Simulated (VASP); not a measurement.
# P in VASP: a series of runs

P is run at these levels: PBE+D3(BJ); tasks: single point.

Program: VASP 6.6.1. These are calculated values, not measurements. Logs are shortened: lines on timing, memory, paths and dates and some standing lists are left out, and cuts for length are marked.

## (1) The cell of the first run

The cell holds a slab with vacuum, 8 atoms: a = 3.296 Å, b = 4.439 Å, c = 21.746 Å, α = 90.00°, β = 90.00°, γ = 90.00°.

## (2) Single point, PBE+D3(BJ)

The input, INCAR:

```
PREC = Accurate
ENCUT = 520
EDIFF = 1E-6
ISMEAR = 0
SIGMA = 0.05
LREAL = False
LASPH = True
NELM = 100
ALGO = Normal
ISIF = 2
LWAVE = False
LCHARG = True
LDIPOL = True
IDIPOL = 3
DIPOL = 0.5 0.5 0.390
GGA = PE
IVDW = 12
LELF = True
LVHAR = True
LVACPOTAV = True
NBANDS = 30
```

The input, KPOINTS:

```
Automatic mesh
0
Gamma
  8 6 1
```

The input, POSCAR:

```
P
1.0
    3.2961869629      0.0000000000      0.0000000000
    0.0000000000      4.4391557027      0.0000000000
    0.0000000000      0.0000000000     21.7461973615
P
8
Direct
    0.5000000000      0.9174951453      0.2069327306
    0.0000000000      0.5825048547      0.2069327306
    0.5000000000      0.0825048547      0.3045635322
    0.0000000000      0.4174951453      0.3045635322
    0.7500000000      0.3325048547      0.4751680723
    1.2500000000      0.6674951453      0.4751680723
    0.7500000000      1.1674951453      0.5727988740
    1.2500000000      0.8325048547      0.5727988740
```

Potentials or basis: VASP PAW PBE potentials, release 64 (P).

The run is started by

```
> cat potpaw_PBE.64/P/POTCAR > POTCAR
> mpirun -np 1 vasp_std > vasp.out
```

OUTCAR:

```text
PREC = Accurate
   ENCUT = 520
   EDIFF = 1E-6
   ISMEAR = 0
   LREAL = False
   LASPH = True
   NELM = 100
   ISIF = 2
   GGA = PE
   IVDW = 12
 IVDW          = 12

 ion  position               nearest neighbor table
   1  0.500  0.917  0.207-   2 2.22   2 2.22   3 2.25
   2  0.000  0.583  0.207-   1 2.22   1 2.22   4 2.25
   3  0.500  0.083  0.305-   4 2.22   4 2.22   1 2.25
   4  0.000  0.417  0.305-   3 2.22   3 2.22   2 2.25
   5  0.750  0.333  0.475-   6 2.22   6 2.22   7 2.25
   6  0.250  0.667  0.475-   5 2.22   5 2.22   8 2.25
   7  0.750  0.167  0.573-   8 2.22   8 2.22   5 2.25
   8  0.250  0.833  0.573-   7 2.22   7 2.22   6 2.25

  LATTYP: Found a simple orthorhombic cell.
 ALAT       =     3.2961869629
 B/A-ratio  =     1.3467548269
 C/A-ratio  =     6.5973798229

  Lattice vectors:

 A1 = (   3.2961869629,   0.0000000000,   0.0000000000)
 A2 = (   0.0000000000,   4.4391557027,   0.0000000000)
 A3 = (   0.0000000000,   0.0000000000,  21.7461973615)

Analysis of symmetry for initial positions (statically):
=====================================================================
 Subroutine PRICEL returns:
 Original cell was already a primitive cell.

 Routine SETGRP: Setting up the symmetry group for a
 simple orthorhombic supercell.

 Subroutine GETGRP returns: Found  2 space group operations
 (whereof  1 operations were pure point group operations)
 out of a pool of  8 trial point group operations.

The static configuration has the point symmetry C_1 .
 The point group associated with its full space group is S_2 .

Analysis of symmetry for dynamics (positions and initial velocities):
=====================================================================
 Subroutine PRICEL returns:
 Original cell was already a primitive cell.

 Routine SETGRP: Setting up the symmetry group for a
 simple orthorhombic supercell.

 Subroutine GETGRP returns: Found  2 space group operations
 (whereof  1 operations were pure point group operations)
 out of a pool of  8 trial point group operations.

The dynamic configuration has the point symmetry C_1 .
 The point group associated with its full space group is S_2 .

 Subroutine INISYM returns: Found  2 space group operations
 (whereof  1 operations are pure point group operations),
 and found     1 'primitive' translations

----------------------------------------------------------------------------------------

                                     Primitive cell

  volume of cell :     318.1966

  direct lattice vectors                    reciprocal lattice vectors
     3.296186963  0.000000000  0.000000000     0.303380849  0.000000000  0.000000000
     0.000000000  4.439155703  0.000000000     0.000000000  0.225268062  0.000000000
     0.000000000  0.000000000 21.746197361     0.000000000  0.000000000  0.045985051

  length of vectors
     3.296186963  4.439155703 21.746197361     0.303380849  0.225268062  0.045985051

  position of ions in fractional coordinates (direct lattice)
     0.500000000  0.917495145  0.206932731
     0.000000000  0.582504855  0.206932731
     0.500000000  0.082504855  0.304563532
     0.000000000  0.417495145  0.304563532
     0.750000000  0.332504855  0.475168072
     0.250000000  0.667495145  0.475168072
     0.750000000  0.167495145  0.572798874
     0.250000000  0.832504855  0.572798874

  ion indices of the primitive-cell ions
   primitive index   ion index
                 1           1
                 2           2
                 3           3
                 4           4
                 5           5
                 6           6
                 7           7
                 8           8

----------------------------------------------------------------------------------------

 KPOINTS: Automatic mesh

Automatic generation of k-mesh.
 Grid dimensions read from file:
 generate k-points for:    8    6    1

 Generating k-lattice:

  Cartesian coordinates                     Fractional coordinates (reciprocal lattice)
     0.037922606  0.000000000  0.000000000     0.125000000  0.000000000  0.000000000
     0.000000000  0.037544677  0.000000000     0.000000000  0.166666667  0.000000000
     0.000000000  0.000000000  0.045985051     0.000000000  0.000000000  1.000000000

  Length of vectors
     0.037922606  0.037544677  0.045985051

  Shift w.r.t. Gamma in fractional coordinates (k-lattice)
     0.000000000  0.000000000  0.000000000

 Subroutine IBZKPT returns following result:
 ===========================================

 Found     26 irreducible k-points:

 Following reciprocal coordinates:
            Coordinates               Weight
  0.000000  0.000000  0.000000      1.000000
  0.125000  0.000000  0.000000      2.000000
  0.250000  0.000000  0.000000      2.000000
  0.375000  0.000000  0.000000      2.000000
  0.500000  0.000000  0.000000      1.000000
  0.000000  0.166667  0.000000      2.000000
[... 16 lines left out ...]
  0.125000  0.500000  0.000000      2.000000
  0.250000  0.500000  0.000000      2.000000
 [... further k-points ...]
   k-points           NKPTS =     26   k-points in BZ     NKDIM =     26   number of bands    NBANDS=     30
   number of dos      NEDOS =    301   number of ions     NIONS =      8
   total plane-waves  NPLWV = 163296
   dimension x,y,z NGX =    28 NGY =   36 NGZ =  162
   dimension x,y,z NGXF=    56 NGYF=   72 NGZF=  324
   ions per type =               8
   NGX,Y,Z   is equivalent  to a cutoff of  14.12, 13.48, 12.38 a.u.
   NGXF,Y,Z  is equivalent  to a cutoff of  28.24, 26.96, 24.77 a.u.
 SYSTEM =  unknown system
   PREC   = accura    normal or accurate (medium, high low for compatibility)
   ISTART =      0    job   : 0-new  1-cont  2-samecut
   ICHARG =      2    charge: 1-file 2-atom 10-const
   ISPIN  =      1    spin polarized calculation?
   LNONCOLLINEAR =      F non collinear calculations
   LSORBIT =      F    spin-orbit coupling
   LASPH  =      T    aspherical Exc in radial PAW
   ENCUT  =  520.0 eV  38.22 Ry    6.18 a.u.   6.13  8.25 40.43*2*pi/ulx,y,z
   NELM   =    100;   NELMIN=  2; NELMDL= -5     # of ELM steps
   EDIFF  = 0.1E-05   stopping-criterion for ELM
   LREAL  =      F    real-space projection
   EDIFFG = 0.1E-04   stopping-criterion for IOM
   NSW    =      0    number of steps for IOM
   IBRION =     -1    ionic relax: 0-MD 1-quasi-New 2-CG
   NFREE  =      0    steps in history (QN), initial steepest desc. (CG)
   ISIF   =      2    stress and relaxation
   ISYM   =      2    0-nonsym 1-usesym 2-fastsym
   POTIM  = 0.5000    time-step for ionic-motion
   TEBEG  =    0.0;   TEEND  =   0.0 temperature during run
   PSTRESS=    0.0 pullay stress
   NELECT =      40.0000    total number of electrons
   NUPDOWN=      -1.0000    fix difference up-down
   EMIN   =  10.00;   EMAX   =-10.00  energy-range for DOS
   EFERMI =   0.00;   METHOD = LEGACY
   ISMEAR =     0;   SIGMA  =   0.05  broadening in eV -4-tet -1-fermi 0-gaus
   EFERMI_NEDOS =   21; number of points for ismear=-14 and -15
   IALGO  =     38    algorithm
   IMIX   =      4    mixing-type and parameters
     AMIX     =   0.40;   BMIX     =  1.00
     AMIX_MAG =   1.60;   BMIX_MAG =  1.00
  volume/ion in A,a.u.               =      39.77       268.41
  Fermi-wavevector in a.u.,A,eV,Ry     =   0.820093  1.549751  9.150627  0.672552
  Thomas-Fermi vector in A             =   1.931014
   LORBIT       =      0    0 simple, 1 ext, 2 COOP (PROOUT), +10 PAW based schemes
   GGA     = PE    functional components
   LHFCALC =     F    Hartree Fock is set to
   AEXX    =    0.0000 exact exchange contribution
   IVDW    =    12    specifies the selected vdW correction
   LEPSILON=     F    determine dielectric tensor
   LRPA    =     F    only Hartree local field effects (RPA)
 non-spin polarized calculation
 Gauss-broadening in eV      SIGMA  =   0.05
  energy-cutoff  :      520.00
  volume of cell :      318.20
 maximum number of plane-waves:      8606
 NGX is ok and might be reduce to    28
   NGX = 13   NGY = 17   NGZ = 81

 dipolmoment           0.000000      0.000000      0.000020 electrons x Angstroem

 number of electron      39.9999998 magnetization

 dipolmoment           0.000000      0.000000     -0.000000 electrons x Angstroem

 Free energy of the ion-electron system (eV)
  ---------------------------------------------------
  ext. energy  EPLUGINS =         0.00000000
  ---------------------------------------------------
  free energy    TOTEN  =       -42.92382118 eV

  energy without entropy =      -42.92382118  energy(sigma->0) =      -42.92382118

 E-fermi :   0.5492     XC(G=0):  -5.3086

 val. band max:        0.2956603396   @ k =   0.0000   0.0000   0.0000
 cond. band min:       0.8557027377   @ k =   0.0000   0.0000   0.0000
 fundamental gap:      0.5600423981
 Fermi energy:         0.5492497503

 k-point     1 :       0.0000    0.0000    0.0000
  band No.  band energies     occupation
      1     -14.8401      2.00000
      2     -14.8003      2.00000
      3     -12.2656      2.00000
      4     -12.1552      2.00000
      5      -8.6939      2.00000
      6      -8.6937      2.00000
[... 22 lines left out ...]
     29       4.6583      0.00000
     30       4.7993      0.00000

 k-point     2 :       0.1250    0.0000    0.0000
  band No.  band energies     occupation
      1     -14.6531      2.00000
      2     -14.6136      2.00000
      3     -12.0709      2.00000
      4     -11.9608      2.00000
      5      -8.8158      2.00000
      6      -8.8102      2.00000
[... 22 lines left out ...]
     29       4.8559      0.00000
     30       4.9879      0.00000

 k-point     3 :       0.2500    0.0000    0.0000
  band No.  band energies     occupation
      1     -14.0977      2.00000
      2     -14.0590      2.00000
      3     -11.4897      2.00000
      4     -11.3804      2.00000
      5      -9.4137      2.00000
      6      -9.3971      2.00000
[... 682 lines left out ...]
     29       4.3923      0.00000
     30       4.4352      0.00000

 k-point    24 :       0.2500    0.5000    0.0000
  band No.  band energies     occupation
      1     -12.9332      2.00000
      2     -12.8870      2.00000
      3     -12.8832      2.00000
      4     -12.8610      2.00000
      5      -8.2037      2.00000
      6      -8.1767      2.00000
[... 22 lines left out ...]
     29       5.8481      0.00000
     30       5.8919      0.00000

 [... further k-points ...]

------------------------ aborting loop because EDIFF is reached ----------------------------------------

 Edisp (eV)   -2.28218

 E8    (eV) :    -0.8934

  FORCE on cell =-STRESS in cart. coord.  units (eV):
  Direction    XX          YY          ZZ          XY          YZ          ZX
  --------------------------------------------------------------------------------------
  -------------------------------------------------------------------------------------
  Total      -0.62978    -0.67176    -1.19711     0.02628    -0.01543     0.04586
  in kB      -3.17107    -3.38245    -6.02765     0.13232    -0.07768     0.23094
  external pressure =       -4.19 kB  Pullay stress =        0.00 kB

 VOLUME and BASIS-vectors are now :
 -----------------------------------------------------------------------------
  energy-cutoff  :      520.00
  volume of cell :      318.20
      direct lattice vectors                 reciprocal lattice vectors
     3.296186963  0.000000000  0.000000000     0.303380849  0.000000000  0.000000000
     0.000000000  4.439155703  0.000000000     0.000000000  0.225268062  0.000000000
     0.000000000  0.000000000 21.746197361     0.000000000  0.000000000  0.045985051

 POSITION                                       TOTAL-FORCE (eV/Angst)
 -----------------------------------------------------------------------------------
      1.64809      4.07290      4.50000        -0.003470     -0.023814      0.017696
      0.00000      2.58583      4.50000         0.001682      0.046788      0.063027
      1.64809      0.36625      6.62310        -0.000986     -0.012873      0.059961
      0.00000      1.85333      6.62310        -0.007546     -0.032208      0.075668
      2.47214      1.47604     10.33310         0.007546      0.032208     -0.075668
      0.82405      2.96311     10.33310         0.000986      0.012873     -0.059961
      2.47214      0.74354     12.45620        -0.001682     -0.046788     -0.063027
      0.82405      3.69562     12.45620         0.003470      0.023814     -0.017696
 -----------------------------------------------------------------------------------
    total drift:                                0.000000     -0.000000      0.000020

  FREE ENERGIE OF THE ION-ELECTRON SYSTEM (eV)
  ---------------------------------------------------
  free  energy   TOTEN  =       -45.2059989158 eV

  energy  without entropy=      -45.2059989158  energy(sigma->0) =      -45.20599892

 vacuum level on the upper side and lower side of the slab         5.253         5.253
```

Run time: 10 min. Hardware: 1 thread of AMD EPYC 7R43 (Zen 3), shared host; peak memory 0.43 GiB.

Results:

| Item | Value |
| --- | --- |
| Free energy | -45.2060 eV |
| Largest force | 0.083 eV/Å |
| Band gap on the k mesh | 0.56 eV, direct |
| Dispersion energy per atom | -0.285 eV |

Forces on the atoms (eV/Å):
```
P   -0.003 -0.024  0.018
P    0.002  0.047  0.063
P   -0.001 -0.013  0.060
P   -0.008 -0.032  0.076
P    0.008  0.032 -0.076
P    0.001  0.013 -0.060
P   -0.002 -0.047 -0.063
P    0.003  0.024 -0.018
```

## (3) Single point, PBE+D3(BJ)

The input, INCAR:

```
SYSTEM = P
PREC = Accurate
ENCUT = 520
EDIFF = 1E-7
ISMEAR = 0
SIGMA = 0.05
LREAL = .False.
LASPH = .True.
NELM = 100
ALGO = Normal
ISIF = 2
LWAVE = .False.
LCHARG = .False.
LDIPOL = .True.
IDIPOL = 3
DIPOL = 0.5 0.5 0.390
GGA = PE
IVDW = 12
NBANDS = 30
```

The input, KPOINTS:

```
Automatic mesh
0
Gamma
  8 6 1
  0 0 0
```

The input, POSCAR:

```
P
1.0
    3.2961869629      0.0000000000      0.0000000000
    0.0000000000      4.4391557027      0.0000000000
    0.0000000000      0.0000000000     21.7461973615
P
8
Direct
    0.5000000000      0.9174951453      0.2069327306
    0.0000000000      0.5825048547      0.2069327306
    0.5000000000      0.0825048547      0.3045635322
    0.0000000000      0.4174951453      0.3045635322
    0.6250000000      0.3325048547      0.4751680723
    1.1250000000      0.6674951453      0.4751680723
    0.6250000000      1.1674951453      0.5727988740
    1.1250000000      0.8325048547      0.5727988740
```

Potentials or basis: VASP PAW PBE potentials, release 64 (P).

The run is started by

```
> cat potpaw_PBE.64/P/POTCAR > POTCAR
> mpirun -np 1 vasp_std > vasp.out
```

OUTCAR:

```text
SYSTEM = P
   PREC = Accurate
   ENCUT = 520
   EDIFF = 1E-7
   ISMEAR = 0
   LREAL = .False.
   LASPH = .True.
   NELM = 100
   ISIF = 2
   GGA = PE
   IVDW = 12
 IVDW          = 12

 ion  position               nearest neighbor table
   1  0.500  0.917  0.207-   2 2.22   2 2.22   3 2.25
   2  0.000  0.583  0.207-   1 2.22   1 2.22   4 2.25
   3  0.500  0.083  0.305-   4 2.22   4 2.22   1 2.25
   4  0.000  0.417  0.305-   3 2.22   3 2.22   2 2.25
   5  0.625  0.333  0.475-   6 2.22   6 2.22   7 2.25
[... 1021 lines left out ...]
  Total      -0.63362    -0.65991    -1.18301     0.01913     0.05764     0.02989
  in kB      -3.19038    -3.32277    -5.95666     0.09631     0.29022     0.15048
  external pressure =       -4.16 kB  Pullay stress =        0.00 kB

 VOLUME and BASIS-vectors are now :
 -----------------------------------------------------------------------------
  energy-cutoff  :      520.00
  volume of cell :      318.20
      direct lattice vectors                 reciprocal lattice vectors
     3.296186963  0.000000000  0.000000000     0.303380849  0.000000000  0.000000000
     0.000000000  4.439155703  0.000000000     0.000000000  0.225268062  0.000000000
     0.000000000  0.000000000 21.746197361     0.000000000  0.000000000  0.045985051

 POSITION                                       TOTAL-FORCE (eV/Angst)
 -----------------------------------------------------------------------------------
      1.64809      4.07290      4.50000        -0.002392     -0.021948      0.015969
      0.00000      2.58583      4.50000         0.001241      0.042774      0.068959
      1.64809      0.36625      6.62310        -0.000811     -0.018237      0.051547
      0.00000      1.85333      6.62310        -0.004774     -0.042063      0.071291
      2.06012      1.47604     10.33310         0.004774      0.042063     -0.071291
      0.41202      2.96311     10.33310         0.000811      0.018237     -0.051547
      2.06012      0.74354     12.45620        -0.001241     -0.042774     -0.068959
      0.41202      3.69562     12.45620         0.002392      0.021948     -0.015969
 -----------------------------------------------------------------------------------
    total drift:                                0.000000     -0.000000      0.000039

  FREE ENERGIE OF THE ION-ELECTRON SYSTEM (eV)
  ---------------------------------------------------
  free  energy   TOTEN  =       -45.2023182318 eV

  energy  without entropy=      -45.2023182318  energy(sigma->0) =      -45.20231823

 vacuum level on the upper side and lower side of the slab         5.188         5.189
```

OSZICAR:

```text
N       E                     dE             d eps       ncg     rms          rms(c)
DAV:   1     0.227937244014E+03    0.22794E+03   -0.14578E+04  1560   0.104E+03
DAV:   2    -0.183951085223E+02   -0.24633E+03   -0.23804E+03  2162   0.187E+02
DAV:   3    -0.425142497046E+02   -0.24119E+02   -0.23811E+02  1878   0.619E+01
[... 16 lines left out ...]
DAV:  20    -0.429201484461E+02   -0.44088E-05   -0.17426E-07  1552   0.112E-03    0.143E-03
DAV:  21    -0.429201497497E+02   -0.13036E-05   -0.51196E-08  1460   0.682E-04    0.152E-04
DAV:  22    -0.429201499499E+02   -0.20019E-06   -0.67788E-09  1424   0.316E-04    0.726E-05
DAV:  23    -0.429201500776E+02   -0.12767E-06   -0.38128E-09  1290   0.200E-04    0.757E-05
DAV:  24    -0.429201500859E+02   -0.83373E-08   -0.45393E-10  1182   0.938E-05
   1 F= -.45202318E+02 E0= -.45202318E+02  d E =-.184887E-13
```

Run time: 9.2 min. Hardware: 1 thread of AMD EPYC 7R43 (Zen 3), shared host; peak memory 0.42 GiB.

Results:

```yaml
Free_energy: -45.2023 eV
Largest_force: 0.083 eV/Å
Band_gap_on_the_k_mesh: 0.58 eV, direct
Dispersion_energy_per_atom: -0.285 eV
```

Forces in eV/Å, atoms in the order of the input:
```
P   -0.002 -0.022  0.016
P    0.001  0.043  0.069
P   -0.001 -0.018  0.052
P   -0.005 -0.042  0.071
P    0.005  0.042 -0.071
P    0.001  0.018 -0.052
P   -0.001 -0.043 -0.069
P    0.002  0.022 -0.016
```
